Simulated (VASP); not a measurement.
# BeCd2S3 (P-3m1) in VASP: further runs

BeCd2S3 is run at these levels: PBE; tasks: single point, relaxation of cell and atoms.

Everything below comes from runs of VASP 6.6.1. Logs are shortened: lines on timing, memory, paths and dates and some standing lists are left out, and cuts for length are marked.

## Step 1: The cell of the first run

The structure is trigonal, space group P-3m1 (No. 164). Conventional cell: a = 3.652 Å, b = 3.652 Å, c = 9.263 Å, α = 90.00°, β = 90.00°, γ = 120.00°. Be (site symmetry -3m) has 6 S at 2.44 Å within 3.2 Å. Within 3.7 Å of Cd (site symmetry 3m) lie 6 S at 2.69 to 2.73 Å and 3 Be at 3.64 Å and 6 Cd at 3.65 Å. Within 3.5 Å of S (site symmetry -3m) lie 6 Cd at 2.69 Å. Within 3.3 Å of S (site symmetry 3m) lie 3 Be at 2.44 Å and 3 Cd at 2.73 Å and 3 S at 3.24 Å.

The cell was built from a structure type or drawn by symmetry, and may not be a known phase.

## Step 2: Single point, PBE

Contents of INCAR:

```
SYSTEM = BeCd2S3
  ALGO = Normal
  EDIFF = 1E-7
  ENCUT = 520
  GGA = PE
  ISIF = 2
  ISMEAR = 0
  LASPH = .TRUE.
  LCHARG = .TRUE.
  LELF = .TRUE.
  LREAL = .FALSE.
  LVHAR = .TRUE.
  LWAVE = .FALSE.
  NBANDS = 31
  NELM = 80
  PREC = Accurate
  SIGMA = 0.02
```

Contents of KPOINTS:

```
k-points
0
G
  12 12 4
  0 0 0
```

Contents of POSCAR:

```
BeCd2S3
1.0
    3.6523530393      0.0000000000      0.0000000000
   -1.8261765197      3.1630305156      0.0000000000
    0.0000000000      0.0000000000      9.2633412120
Be Cd S
1 2 3
Direct
    0.0000000000      0.0000000000      0.0000000000
    0.3333333333      0.6666666667      0.3198023610
    0.6666666667      0.3333333333      0.6801976390
    0.0000000000      0.0000000000      0.5000000000
    0.6666666667      0.3333333333      0.1325157035
    0.3333333333      0.6666666667      0.8674842965
```

Potentials or basis: VASP PAW PBE potentials, release 64 (Be, Cd, S).

Command:

```bash
cat potpaw_PBE.64/Be/POTCAR potpaw_PBE.64/Cd/POTCAR potpaw_PBE.64/S/POTCAR > POTCAR
mpirun -np 1 vasp_std > vasp.out
```

OUTCAR:

```text
SYSTEM = BeCd2S3
   EDIFF = 1E-7
   ENCUT = 520
   GGA = PE
   ISIF = 2
   ISMEAR = 0
   LASPH = .TRUE.
   LREAL = .FALSE.
   NELM = 80
   PREC = Accurate

 ion  position               nearest neighbor table
   1  0.000  0.000  0.000-   5 2.44   6 2.44   5 2.44   6 2.44   5 2.44   6 2.44
   2  0.333  0.667  0.320-   4 2.69   4 2.69   4 2.69   5 2.73   5 2.73   5 2.73
   3  0.667  0.333  0.680-   4 2.69   4 2.69   4 2.69   6 2.73   6 2.73   6 2.73
   4  0.000  0.000  0.500-   2 2.69   3 2.69   3 2.69   2 2.69   3 2.69   2 2.69
   5  0.667  0.333  0.133-   1 2.44   1 2.44   1 2.44   2 2.73   2 2.73   2 2.73
   6  0.333  0.667  0.867-   1 2.44   1 2.44   1 2.44   3 2.73   3 2.73   3 2.73

  LATTYP: Found a hexagonal cell.
 ALAT       =     3.6523530393
 C/A-ratio  =     2.5362666512

  Lattice vectors:

 A1 = (   3.6523530393,   0.0000000000,   0.0000000000)
 A2 = (  -1.8261765197,   3.1630305156,   0.0000000000)
 A3 = (   0.0000000000,   0.0000000000,   9.2633412120)

Analysis of symmetry for initial positions (statically):
=====================================================================
 Subroutine PRICEL returns:
 Original cell was already a primitive cell.

 Routine SETGRP: Setting up the symmetry group for a
 hexagonal supercell.

 Subroutine GETGRP returns: Found 12 space group operations
 (whereof 12 operations were pure point group operations)
 out of a pool of 24 trial point group operations.

The static configuration has the point symmetry D_3d.

Analysis of symmetry for dynamics (positions and initial velocities):
=====================================================================
 Subroutine PRICEL returns:
 Original cell was already a primitive cell.

 Routine SETGRP: Setting up the symmetry group for a
 hexagonal supercell.

 Subroutine GETGRP returns: Found 12 space group operations
 (whereof 12 operations were pure point group operations)
 out of a pool of 24 trial point group operations.

The dynamic configuration has the point symmetry D_3d.

 Subroutine INISYM returns: Found 12 space group operations
 (whereof 12 operations are pure point group operations),
 and found     1 'primitive' translations

----------------------------------------------------------------------------------------

                                     Primitive cell

  volume of cell :     107.0148

  direct lattice vectors                    reciprocal lattice vectors
     3.652353039  0.000000000  0.000000000     0.273796095  0.158076249  0.000000000
    -1.826176520  3.163030516  0.000000000     0.000000000  0.316152498  0.000000000
     0.000000000  0.000000000  9.263341212     0.000000000  0.000000000  0.107952409

  length of vectors
     3.652353039  3.652353039  9.263341212     0.316152498  0.316152498  0.107952409

  position of ions in fractional coordinates (direct lattice)
     0.000000000  0.000000000  0.000000000
     0.333333333  0.666666667  0.319802361
     0.666666667  0.333333333  0.680197639
     0.000000000  0.000000000  0.500000000
     0.666666667  0.333333333  0.132515703
     0.333333333  0.666666667  0.867484297

  ion indices of the primitive-cell ions
   primitive index   ion index
                 1           1
                 2           2
                 3           3
                 4           4
                 5           5
                 6           6

----------------------------------------------------------------------------------------

 KPOINTS: k-points

Automatic generation of k-mesh.
 Grid dimensions read from file:
 generate k-points for:   12   12    4

 Generating k-lattice:

  Cartesian coordinates                     Fractional coordinates (reciprocal lattice)
     0.022816341  0.013173021  0.000000000     0.083333333 -0.000000000  0.000000000
     0.000000000  0.026346042  0.000000000     0.000000000  0.083333333  0.000000000
     0.000000000  0.000000000  0.026988102     0.000000000  0.000000000  0.250000000

  Length of vectors
     0.026346042  0.026346042  0.026988102

  Shift w.r.t. Gamma in fractional coordinates (k-lattice)
     0.000000000  0.000000000  0.000000000

 Subroutine IBZKPT returns following result:
 ===========================================

 Found     69 irreducible k-points:

 Following reciprocal coordinates:
            Coordinates               Weight
  0.000000  0.000000  0.000000      1.000000
  0.083333 -0.000000  0.000000      6.000000
  0.166667  0.000000  0.000000      6.000000
  0.250000 -0.000000  0.000000      6.000000
  0.333333 -0.000000  0.000000      6.000000
  0.416667 -0.000000  0.000000      6.000000
[... 16 lines left out ...]
  0.166667  0.000000  0.250000      6.000000
  0.000000  0.166667  0.250000      6.000000
 [... further k-points ...]
   k-points           NKPTS =     69   k-points in BZ     NKDIM =     69   number of bands    NBANDS=     31
   number of dos      NEDOS =    301   number of ions     NIONS =      6
   total plane-waves  NPLWV =  54880
   dimension x,y,z NGX =    28 NGY =   28 NGZ =   70
   dimension x,y,z NGXF=    56 NGYF=   56 NGZF=  140
   ions per type =               1   2   3
   NGX,Y,Z   is equivalent  to a cutoff of  12.74, 12.74, 12.56 a.u.
   NGXF,Y,Z  is equivalent  to a cutoff of  25.49, 25.49, 25.13 a.u.
 SYSTEM =  BeCd2S3
   PREC   = accura    normal or accurate (medium, high low for compatibility)
   ISTART =      0    job   : 0-new  1-cont  2-samecut
   ICHARG =      2    charge: 1-file 2-atom 10-const
   ISPIN  =      1    spin polarized calculation?
   LNONCOLLINEAR =      F non collinear calculations
   LSORBIT =      F    spin-orbit coupling
   LASPH  =      T    aspherical Exc in radial PAW
   ENCUT  =  520.0 eV  38.22 Ry    6.18 a.u.   6.79  6.79 17.22*2*pi/ulx,y,z
   NELM   =     80;   NELMIN=  2; NELMDL= -5     # of ELM steps
   EDIFF  = 0.1E-06   stopping-criterion for ELM
   LREAL  =      F    real-space projection
   EDIFFG = 0.1E-05   stopping-criterion for IOM
   NSW    =      0    number of steps for IOM
   IBRION =     -1    ionic relax: 0-MD 1-quasi-New 2-CG
   NFREE  =      0    steps in history (QN), initial steepest desc. (CG)
   ISIF   =      2    stress and relaxation
   ISYM   =      2    0-nonsym 1-usesym 2-fastsym
   POTIM  = 0.5000    time-step for ionic-motion
   TEBEG  =    0.0;   TEEND  =   0.0 temperature during run
   PSTRESS=    0.0 pullay stress
   NELECT =      44.0000    total number of electrons
   NUPDOWN=      -1.0000    fix difference up-down
   EMIN   =  10.00;   EMAX   =-10.00  energy-range for DOS
   EFERMI =   0.00;   METHOD = LEGACY
   ISMEAR =     0;   SIGMA  =   0.02  broadening in eV -4-tet -1-fermi 0-gaus
   EFERMI_NEDOS =   21; number of points for ismear=-14 and -15
   IALGO  =     38    algorithm
   IMIX   =      4    mixing-type and parameters
     AMIX     =   0.40;   BMIX     =  1.00
     AMIX_MAG =   1.60;   BMIX_MAG =  1.00
  volume/ion in A,a.u.               =      17.84       120.36
  Fermi-wavevector in a.u.,A,eV,Ry     =   1.217338  2.300435 20.162629  1.481911
  Thomas-Fermi vector in A             =   2.352662
   LORBIT       =      0    0 simple, 1 ext, 2 COOP (PROOUT), +10 PAW based schemes
   GGA     = PE    functional components
   LHFCALC =     F    Hartree Fock is set to
   AEXX    =    0.0000 exact exchange contribution
   IVDW    =     0    specifies the selected vdW correction
   LEPSILON=     F    determine dielectric tensor
   LRPA    =     F    only Hartree local field effects (RPA)
 non-spin polarized calculation
 Gauss-broadening in eV      SIGMA  =   0.02
  energy-cutoff  :      520.00
  volume of cell :      107.01
 maximum number of plane-waves:      2914
   NGX = 13   NGY = 13   NGZ = 35

 number of electron      44.0000003 magnetization

 Free energy of the ion-electron system (eV)
  ---------------------------------------------------
  ext. energy  EPLUGINS =         0.00000000
  ---------------------------------------------------
  free energy    TOTEN  =       -20.10987712 eV

  energy without entropy =      -20.10987712  energy(sigma->0) =      -20.10987712

 E-fermi :   3.9869     XC(G=0): -10.4748

 val. band max:        3.8549735237   @ k =   0.1667   0.1667   0.0000
 cond. band min:       4.2260211847   @ k =   0.5000  -0.0000   0.0000
 fundamental gap:      0.3710476610
 Fermi energy:         3.9869292143

 k-point     1 :       0.0000    0.0000    0.0000
  band No.  band energies     occupation
      1      -9.6122      2.00000
      2      -8.8171      2.00000
      3      -8.2675      2.00000
      4      -4.2248      2.00000
      5      -4.2248      2.00000
      6      -4.1971      2.00000
[... 23 lines left out ...]
     30      11.1710      0.00000
     31      11.1710      0.00000

 k-point     2 :       0.0833   -0.0000    0.0000
  band No.  band energies     occupation
      1      -9.5478      2.00000
      2      -8.7837      2.00000
      3      -8.2282      2.00000
      4      -4.2264      2.00000
      5      -4.2085      2.00000
      6      -4.1880      2.00000
[... 23 lines left out ...]
     30      11.2316      0.00000
     31      11.4147      0.00000

 k-point     3 :       0.1667    0.0000    0.0000
  band No.  band energies     occupation
      1      -9.3612      2.00000
      2      -8.6904      2.00000
      3      -8.1212      2.00000
      4      -4.2347      2.00000
      5      -4.1720      2.00000
      6      -4.1714      2.00000
[... 23 lines left out ...]
     30      11.5164      0.00000
     31      11.6990      0.00000

 k-point     4 :       0.2500   -0.0000    0.0000
  band No.  band energies     occupation
      1      -9.0744      2.00000
      2      -8.5584      2.00000
      3      -7.9785      2.00000
      4      -4.2760      2.00000
      5      -4.1528      2.00000
      6      -4.1513      2.00000
[... 635 lines left out ...]
     30      11.2515      0.00000
     31      11.8744      0.00000

 k-point    23 :       0.1667    0.0000    0.2500
  band No.  band energies     occupation
      1      -9.3229      2.00000
      2      -8.7943      2.00000
      3      -8.0478      2.00000
      4      -4.2142      2.00000
      5      -4.1722      2.00000
      6      -4.1570      2.00000
[... 23 lines left out ...]
     30      11.0998      0.00000
     31      11.6003      0.00000

 k-point    24 :       0.0000    0.1667    0.2500
  band No.  band energies     occupation
      1      -9.3174      2.00000
      2      -8.8089      2.00000
      3      -8.0355      2.00000
      4      -4.2331      2.00000
      5      -4.1843      2.00000
      6      -4.1740      2.00000
[... 23 lines left out ...]
     30      11.4212      0.00000
     31      11.5751      0.00000

 [... further k-points ...]

------------------------ aborting loop because EDIFF is reached ----------------------------------------

  FORCE on cell =-STRESS in cart. coord.  units (eV):
  Direction    XX          YY          ZZ          XY          YZ          ZX
  --------------------------------------------------------------------------------------
  -------------------------------------------------------------------------------------
  Total        0.2396252      0.2396252      0.2515687     -0.0000000      0.0000000     -0.0000000
  in kB        3.5875602      3.5875602      3.7663729     -0.0000000      0.0000000     -0.0000000
  external PRESSURE =       3.6471644 kB  Pullay stress =       0.0000000 kB

 VOLUME and BASIS-vectors are now :
 -----------------------------------------------------------------------------
  energy-cutoff  :      520.00
  volume of cell :      107.01
      direct lattice vectors                 reciprocal lattice vectors
     3.652353039  0.000000000  0.000000000     0.273796095  0.158076249  0.000000000
    -1.826176520  3.163030516  0.000000000     0.000000000  0.316152498  0.000000000
     0.000000000  0.000000000  9.263341212     0.000000000  0.000000000  0.107952409

 POSITION                                       TOTAL-FORCE (eV/Angst)
 -----------------------------------------------------------------------------------
      0.00000      0.00000      0.00000         0.000000      0.000000      0.000000
     -0.00000      2.10869      2.96244         0.000000     -0.000000     -0.009374
      1.82618      1.05434      6.30090         0.000000      0.000000      0.009374
      0.00000      0.00000      4.63167         0.000000      0.000000      0.000000
      1.82618      1.05434      1.22754        -0.000000      0.000000     -0.048013
     -0.00000      2.10869      8.03580         0.000000     -0.000000      0.048013
 -----------------------------------------------------------------------------------
    total drift:                                0.000000     -0.000000     -0.000000

  FREE ENERGIE OF THE ION-ELECTRON SYSTEM (eV)
  ---------------------------------------------------
  free  energy   TOTEN  =       -20.1098771209 eV

  energy  without entropy=      -20.1098771209  energy(sigma->0) =      -20.10987712
```

Wall time 2.5 min (1 thread of Intel Xeon Platinum 8488C (Sapphire Rapids), shared host); peak memory 0.36 GiB.

What came out:

- Free energy: -20.1099 eV
- Pressure: 0.4 GPa
- Largest force: 0.048 eV/Å
- Band gap on the k mesh: 0.37 eV (least direct gap 1.09 eV)

Forces in eV/Å, atoms in the order of the input:
```
Be   0.000  0.000  0.000
Cd   0.000  0.000 -0.009
Cd   0.000  0.000  0.009
S    0.000  0.000  0.000
S    0.000  0.000 -0.048
S    0.000  0.000  0.048
```

A k mesh can miss the band edges.

## Step 3: Relaxation of cell and atoms, PBE

This run uses another cell than the first one, of 21.18 Å³/atom.

Contents of INCAR:

```
SYSTEM = BeCd2S3
PREC     = Accurate       ! precision mode
ENCUT    = 600            ! plane-wave cutoff, eV
EDIFF    = 1E-6           ! SCF threshold, eV
ISMEAR   = 0              ! smearing method
SIGMA    = 0.1            ! smearing width, eV
LREAL    = .False.        ! projectors in reciprocal space
LASPH    = .True.         ! aspherical terms in the spheres
NELM     = 100            ! most SCF steps
ALGO     = Normal         ! electronic algorithm
ISIF     = 3              ! what is computed and relaxed
LWAVE    = .False.        ! write WAVECAR
LCHARG   = .False.        ! write CHGCAR
GGA      = PE             ! functional
IBRION   = 2              ! ionic algorithm
NSW      = 90             ! ionic steps
EDIFFG   = -0.04          ! ionic threshold
```

Contents of KPOINTS:

```
regular mesh
0
Gamma
  6 6 4
  0 0 0
```

Contents of POSCAR:

```
BeCd2S3
1.0
    4.4943217100      0.0000000000      0.0000000000
   -2.2471608600      3.8921967800      0.0000000000
    0.0000000000      0.0000000000      7.2647064700
Be Cd S
1 2 3
Direct
    0.0000000000      0.0000000000      0.0000000000
    0.3333333300      0.6666666700      0.2581742400
    0.6666666700      0.3333333300      0.7418257600
    0.0000000000      0.0000000000      0.5000000000
    0.6666666700      0.3333333300      0.3554551300
    0.3333333300      0.6666666700      0.6445448700
```

Potentials or basis: VASP PAW PBE potentials, release 64 (Be, Cd, S).

Command:

```bash
cat potpaw_PBE.64/Be/POTCAR potpaw_PBE.64/Cd/POTCAR potpaw_PBE.64/S/POTCAR > POTCAR
mpirun -np 1 vasp_std > vasp.out
```

OUTCAR:

```text
SYSTEM = BeCd2S3
   PREC = Accurate
   ENCUT = 600
   EDIFF = 1E-6
   ISMEAR = 0
   LREAL = .False.
   LASPH = .True.
   NELM = 100
   ISIF = 3
   GGA = PE
   IBRION = 2
   NSW = 90
   EDIFFG = -0.04

 ion  position               nearest neighbor table
   1  0.000  0.000  0.000-
   2  0.333  0.667  0.258-   5 2.69   5 2.69   5 2.69   6 2.81   4 3.13   4 3.13   4 3.13
   3  0.667  0.333  0.742-   6 2.69   6 2.69   6 2.69   5 2.81   4 3.13   4 3.13   4 3.13
   4  0.000  0.000  0.500-   2 3.13   3 3.13   3 3.13   2 3.13   3 3.13   2 3.13
   5  0.667  0.333  0.355-   2 2.69   2 2.69   2 2.69   3 2.81
   6  0.333  0.667  0.645-   3 2.69   3 2.69   3 2.69   2 2.81

  LATTYP: Found a hexagonal cell.
[... 198 lines left out ...]
  -------------------------------------------------------------------------------------
  Total       -0.4810717     -0.4810717      1.1118542      0.0000000     -0.0000000     -0.0000000
  in kB       -6.0651760     -6.0651760     14.0178503      0.0000000     -0.0000000     -0.0000000
  external PRESSURE =       0.6291661 kB  Pullay stress =       0.0000000 kB
[... 1510 lines left out ...]
     25       7.3860      0.00000
     26       7.5198      0.00000

[... ionic steps 4 to 45 ...]

--------------------------------------- Ionic step       46  -------------------------------------------

 number of electron      44.0000034 magnetization

------------------------ aborting loop because EDIFF is reached ----------------------------------------
[... 75 lines left out ...]
--------------------------------------- Ionic step       48  -------------------------------------------

 number of electron      44.0000033 magnetization

 Free energy of the ion-electron system (eV)
  ---------------------------------------------------
  ext. energy  EPLUGINS =         0.00000000
  ---------------------------------------------------
  free energy    TOTEN  =       -16.35414121 eV

  energy without entropy =      -16.35076919  energy(sigma->0) =      -16.35245520

 E-fermi :   3.1959     XC(G=0):  -9.8595

 val. band max:        3.1440554709   @ k =   0.0000   0.3333   0.2500
 cond. band min:       3.2617164402   @ k =   0.5000   0.0000   0.5000
 fundamental gap:      0.1176609693
 Fermi energy:         3.1958512584
[... 727 lines left out ...]
  FREE ENERGIE OF THE ION-ELECTRON SYSTEM (eV)
  ---------------------------------------------------
  free  energy   TOTEN  =       -16.3541412114 eV

  energy  without entropy=      -16.3507691861  energy(sigma->0) =      -16.35245520

 reached required accuracy - stopping structural energy minimisation
```

CONTCAR:

```text
BeCd2S3
   1.00000000000000
     5.4548183931250565   -0.0000000012198206   -0.0000000000000000
    -2.7274092036874897    4.7240113124936380    0.0000000000000000
     0.0000000000000001   -0.0000000000000001    4.7425828115470159
  Be              Cd              S
     1     2     3
Direct
     0.0000000000000000    0.0000000000000000    0.0000000000000000
     0.3333333300000021    0.6666666699999979    0.3401244860150572
     0.6666666699999979    0.3333333300000021    0.6598755139849426
     0.0000000000000000    0.0000000000000000    0.5000000000000000
     0.6666666699999979    0.3333333300000021    0.1582545183330976
     0.3333333300000021    0.6666666699999979    0.8417454816669026

  0.00000000E+00  0.00000000E+00  0.00000000E+00
  0.00000000E+00  0.00000000E+00  0.00000000E+00
  0.00000000E+00  0.00000000E+00  0.00000000E+00
  0.00000000E+00  0.00000000E+00  0.00000000E+00
  0.00000000E+00  0.00000000E+00  0.00000000E+00
  0.00000000E+00  0.00000000E+00  0.00000000E+00
```

Run time: 26 min. Hardware: 1 thread of Intel Xeon Platinum 8488C (Sapphire Rapids), shared host; peak memory 0.35 GiB.

What came out:

```
Free energy                           : -16.3541 eV
Relaxed volume                        : 20.37 Å³/atom
Relaxed cell                          : a = 5.455 Å, b = 5.455 Å, c = 4.743 Å, α = 90.00°, β = 90.00°, γ = 120.00°
Space group after relaxing (to 0.1 Å) : P-3m1 (No. 164)
Pressure after relaxing               : -0.1 GPa
Largest force after relaxing          : 0.030 eV/Å
Band gap on the k mesh                : zero (bands 22 and 23 overlap by 0.22 eV)
```

Forces in eV/Å, atoms in the order of the input:
```
Be   0.000  0.000  0.000
Cd   0.000  0.000 -0.029
Cd   0.000  0.000  0.029
S    0.000  0.000  0.000
S    0.000  0.000 -0.030
S    0.000  0.000  0.030
```

Stress tensor (GPa, compression positive):
```
 0.02  0.00  0.00
 0.00  0.02  0.00
 0.00  0.00 -0.20
```

Final structure:
```
Be Cd S
1.0
     5.45482    0.00000    0.00000
    -2.72741    4.72401    0.00000
     0.00000    0.00000    4.74258
Be Cd S
1 2 3
Direct
  0.00000 0.00000 0.00000
  0.33333 0.66667 0.34012
  0.66667 0.33333 0.65988
  0.00000 0.00000 0.50000
  0.66667 0.33333 0.15825
  0.33333 0.66667 0.84175
```

Caveat: semilocal functionals underestimate gaps, so a narrow gap can read as zero; a cell axis changed by over 15 % at a fixed basis, so the end point is rough.
